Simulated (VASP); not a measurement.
# W16C in VASP: single point with PBE

Aim: the single point of W16C with PBE.

Program: VASP 6.6.1. These are calculated values, not measurements. Logs are shortened: lines on timing, memory, paths and dates and some standing lists are left out, and cuts for length are marked.

**1. The cell of the first run**

The cell holds a slab with vacuum, 17 atoms: a = 6.367 Å, b = 6.367 Å, c = 20.143 Å, α = 90.00°, β = 90.00°, γ = 90.00°.

**2. Single point, PBE**

INCAR reads:

```
PREC     = Accurate       # precision mode
ENCUT    = 520            # plane-wave cutoff, eV
EDIFF    = 1E-6           # SCF threshold, eV
ISMEAR   = 0              # smearing method
SIGMA    = 0.1            # smearing width, eV
LREAL    = Auto         
LASPH    = T              # aspherical terms in the spheres
NELM     = 80             # most SCF steps
ALGO     = Fast           # electronic algorithm
ISIF     = 2              # what is computed and relaxed
LWAVE    = F              # write WAVECAR
LCHARG   = F              # write CHGCAR
LDIPOL   = T            
IDIPOL   = 3            
DIPOL    = 0.5 0.5 0.326
GGA      = PE             # functional
NBANDS   = 128            # bands
```

KPOINTS reads:

```
regular mesh
0
Gamma
  4 4 1
```

POSCAR reads:

```
W16C
1.0
    6.3673983413      0.0000000000      0.0000000000
    0.0000000000      6.3673983413      0.0000000000
    0.0000000000      0.0000000000     20.1425775435
W C
16 1
Direct
    0.2500000000      0.2500000000      0.1985843168
    0.2500000000      0.7500000000      0.1985843168
    0.7500000000      0.2500000000      0.1985843168
    0.7500000000      0.7500000000      0.1985843168
    0.0000000000      0.0000000000      0.2776134074
    0.0000000000      0.5000000000      0.2776134074
    0.5000000000      0.0000000000      0.2776134074
    0.5000000000      0.5000000000      0.2776134074
    0.2500000000      0.2500000000      0.3599451791
    0.2500000000      0.7500000000      0.3599451791
    0.7500000000      0.2500000000      0.3599451791
    0.7500000000      0.7500000000      0.3599451791
    0.0000000000      0.0000000000      0.4290700892
    0.0000000000      0.5000000000      0.4290700892
    0.5000000000      0.0000000000      0.4290700892
    0.5000000000      0.5000000000      0.4290700892
    0.1250000000      0.1875000000      0.4837486522
```

Potentials or basis: VASP PAW PBE potentials, release 64 (W_sv, C).

The run is started by

```bash
> cat potpaw_PBE.64/W_sv/POTCAR potpaw_PBE.64/C/POTCAR > POTCAR
> mpirun -np 1 vasp_std > vasp.out
```

OUTCAR:

```text
PREC = Accurate
   ENCUT = 520
   EDIFF = 1E-6
   ISMEAR = 0
   LREAL = Auto
   LASPH = T
   NELM = 80
   ISIF = 2
   GGA = PE

 ion  position               nearest neighbor table
   1  0.250  0.250  0.199-   5 2.76   6 2.76   7 2.76   8 2.76   2 3.18   3 3.18   2 3.18   3 3.18
                             9 3.25
   2  0.250  0.750  0.199-   5 2.76   6 2.76   7 2.76   8 2.76   1 3.18   4 3.18   1 3.18   4 3.18
                            10 3.25
   3  0.750  0.250  0.199-   5 2.76   6 2.76   7 2.76   8 2.76   1 3.18   4 3.18   4 3.18   1 3.18
                            11 3.25
   4  0.750  0.750  0.199-   5 2.76   6 2.76   7 2.76   8 2.76   2 3.18   3 3.18   3 3.18   2 3.18
                            12 3.25
   5  0.000  0.000  0.278-   1 2.76   2 2.76   3 2.76   4 2.76   9 2.80  10 2.80  11 2.80  12 2.80
                            13 3.05   7 3.18   6 3.18   6 3.18   7 3.18
   6  0.000  0.500  0.278-   1 2.76   2 2.76   3 2.76   4 2.76   9 2.80  10 2.80  11 2.80  12 2.80
                            14 3.05   8 3.18   5 3.18   5 3.18   8 3.18
   7  0.500  0.000  0.278-   1 2.76   2 2.76   3 2.76   4 2.76   9 2.80  10 2.80  11 2.80  12 2.80
                            15 3.05   8 3.18   5 3.18   8 3.18   5 3.18
   8  0.500  0.500  0.278-   1 2.76   2 2.76   3 2.76   4 2.76   9 2.80  10 2.80  11 2.80  12 2.80
                            16 3.05   7 3.18   6 3.18   7 3.18   6 3.18
   9  0.250  0.250  0.360-  13 2.65  14 2.65  15 2.65  16 2.65  17 2.65   6 2.80   7 2.80   8 2.80
                             5 2.80  11 3.18  10 3.18  10 3.18  11 3.18   1 3.25
  10  0.250  0.750  0.360-  13 2.65  14 2.65  15 2.65  16 2.65   5 2.80   6 2.80   7 2.80   8 2.80
                             9 3.18  12 3.18   9 3.18  12 3.18   2 3.25
  11  0.750  0.250  0.360-  13 2.65  14 2.65  15 2.65  16 2.65   5 2.80   6 2.80   7 2.80   8 2.80
                             9 3.18  12 3.18  12 3.18   9 3.18   3 3.25
  12  0.750  0.750  0.360-  13 2.65  14 2.65  15 2.65  16 2.65   5 2.80   6 2.80   7 2.80   8 2.80
                            10 3.18  11 3.18  11 3.18  10 3.18   4 3.25
  13  0.000  0.000  0.429-  17 1.81  10 2.65  11 2.65  12 2.65   9 2.65   5 3.05  15 3.18  14 3.18
                            14 3.18  15 3.18
  14  0.000  0.500  0.429-  17 2.41  10 2.65  11 2.65  12 2.65   9 2.65   6 3.05  16 3.18  13 3.18
                            13 3.18  16 3.18
  15  0.500  0.000  0.429-   9 2.65  10 2.65  11 2.65  12 2.65   7 3.05  13 3.18  16 3.18  16 3.18
                            13 3.18
  16  0.500  0.500  0.429-   9 2.65  10 2.65  11 2.65  12 2.65   8 3.05  14 3.18  15 3.18  15 3.18
                            14 3.18
  17  0.125  0.188  0.484-  13 1.81  14 2.41   9 2.65

  LATTYP: Found a simple tetragonal cell.
 ALAT       =     6.3673983413
 C/A-ratio  =     3.1633920895

  Lattice vectors:

 A1 = (   6.3673983413,   0.0000000000,   0.0000000000)
 A2 = (   0.0000000000,   6.3673983413,   0.0000000000)
 A3 = (   0.0000000000,   0.0000000000,  20.1425775435)

Analysis of symmetry for initial positions (statically):
=====================================================================
 Subroutine PRICEL returns:
 Original cell was already a primitive cell.

 Routine SETGRP: Setting up the symmetry group for a
[... 160 lines left out ...]
   GGA     = PE    functional components
   LHFCALC =     F    Hartree Fock is set to
   AEXX    =    0.0000 exact exchange contribution
   IVDW    =     0    specifies the selected vdW correction
   LEPSILON=     F    determine dielectric tensor
   LRPA    =     F    only Hartree local field effects (RPA)
 non-spin polarized calculation
 RMM-DIIS sequential band-by-band and
 Gauss-broadening in eV      SIGMA  =   0.10
  energy-cutoff  :      520.00
  volume of cell :      816.66
 maximum number of plane-waves:     22040
   NGX = 23   NGY = 23   NGZ = 75

 dipolmoment           0.000000      0.000000     -0.068493 electrons x Angstroem

 number of electron     227.9999966 magnetization

 dipolmoment           0.000000      0.000000      0.086996 electrons x Angstroem

 Free energy of the ion-electron system (eV)
  ---------------------------------------------------
  ext. energy  EPLUGINS =         0.00000000
  ---------------------------------------------------
  free energy    TOTEN  =      -194.44078475 eV

  energy without entropy =     -194.35023249  energy(sigma->0) =     -194.39550862

 E-fermi :   0.6820     XC(G=0):  -5.5131

 val. band max:        0.6757757875   @ k =   0.0000   0.2500   0.0000
 cond. band min:       0.6943792219   @ k =   0.5000   0.2500   0.0000
 fundamental gap:      0.0186034344
 Fermi energy:         0.6820425750

 k-point     1 :       0.0000    0.0000    0.0000
  band No.  band energies     occupation
      1     -73.2382      2.00000
      2     -73.1920      2.00000
      3     -73.1669      2.00000
      4     -73.1580      2.00000
      5     -73.1544      2.00000
      6     -73.1469      2.00000
[... 1279 lines left out ...]
    125       1.9574      0.00000
    126       2.1239      0.00000
 [bands above 126 left out]

------------------------ aborting loop because EDIFF is reached ----------------------------------------

 vacuum level on the upper side and lower side of the slab       (xc-potential included)         0.053        -0.344

  FORCE on cell =-STRESS in cart. coord.  units (eV):
  Direction    XX          YY          ZZ          XY          YZ          ZX
  --------------------------------------------------------------------------------------
  -------------------------------------------------------------------------------------
  Total      -21.0148425    -21.0835658    -10.6189730      2.9039908      4.1810647      3.1136314
  in kB      -41.2285098    -41.3633364    -20.8331056      5.6972692      8.2027295      6.1085578
  external PRESSURE =     -34.4749839 kB  Pullay stress =       0.0000000 kB

 VOLUME and BASIS-vectors are now :
 -----------------------------------------------------------------------------
  energy-cutoff  :      520.00
  volume of cell :      816.66
      direct lattice vectors                 reciprocal lattice vectors
     6.367398341  0.000000000  0.000000000     0.157050014  0.000000000  0.000000000
     0.000000000  6.367398341  0.000000000     0.000000000  0.157050014  0.000000000
     0.000000000  0.000000000 20.142577543     0.000000000  0.000000000  0.049646079

 POSITION                                       TOTAL-FORCE (eV/Angst)
 -----------------------------------------------------------------------------------
      1.59185      1.59185      4.00000         0.040097      0.005406      2.224497
      1.59185      4.77555      4.00000         0.052948     -0.015564      2.036580
      4.77555      1.59185      4.00000        -0.080008      0.051223      2.079403
      4.77555      4.77555      4.00000        -0.014595     -0.028452      2.118390
      0.00000      0.00000      5.59185        -0.041491     -0.028908     -2.045710
      0.00000      3.18370      5.59185         0.086185      0.042645     -2.140362
[... 9 lines left out ...]
      3.18370      3.18370      8.64258         0.020211     -0.162135     -0.120186
      0.79592      1.19389      9.74394         2.577951      3.730534      0.072245
 -----------------------------------------------------------------------------------
    total drift:                               -0.000696     -0.000438      0.005926

  FREE ENERGIE OF THE ION-ELECTRON SYSTEM (eV)
  ---------------------------------------------------
  free  energy   TOTEN  =      -194.4407847527 eV

  energy  without entropy=     -194.3502324895  energy(sigma->0) =     -194.39550862

 vacuum level on the upper side and lower side of the slab         5.126         4.707
```

Run time: 89 min. Hardware: 1 thread of Oxide Virtual Turin-like, shared host; peak memory 1 GiB.

What came out:

* Free energy: -194.4408 eV
* Largest force: 4.535 eV/Å
* Band gap on the k mesh: zero (bands 114 and 115 overlap by 0.19 eV)

Forces in eV/Å, atoms in the order of the input:
```
W    0.040  0.005  2.224
W    0.053 -0.016  2.037
W   -0.080  0.051  2.079
W   -0.015 -0.028  2.118
W   -0.041 -0.029 -2.046
W    0.086  0.043 -2.140
W    0.089  0.055 -2.188
W    0.129  0.101 -2.199
W    0.474  0.254 -0.238
W    0.624 -0.450 -0.494
W   -0.702  0.355 -0.636
W   -1.161 -0.624 -0.512
W   -2.075 -1.980 -0.022
W    0.269 -1.593  1.553
W   -0.288  0.287  0.511
W    0.020 -0.162 -0.120
C    2.578  3.731  0.072
```

Levels at points of the mesh, in eV from the Fermi level:
| k point | band 113 | band 114 | band 115 | band 116 | band 117 | band 118 |
| --- | --- | --- | --- | --- | --- | --- |
| (0.00, 0.00, 0.00) | 0.10 | 0.13 | 0.39 | 0.55 | 0.71 | 0.85 |
| (0.50, 0.00, 0.00) | -0.15 | -0.13 | -0.05 | 0.16 | 0.46 | 0.75 |
| (0.00, 0.50, 0.00) | -0.14 | -0.10 | -0.06 | 0.07 | 0.39 | 0.77 |
| (0.50, 0.50, 0.00) | -0.13 | -0.06 | -0.04 | -0.03 | -0.02 | 0.30 |

Caveat: spin-orbit coupling is left out, which moves the levels of the heavy elements.
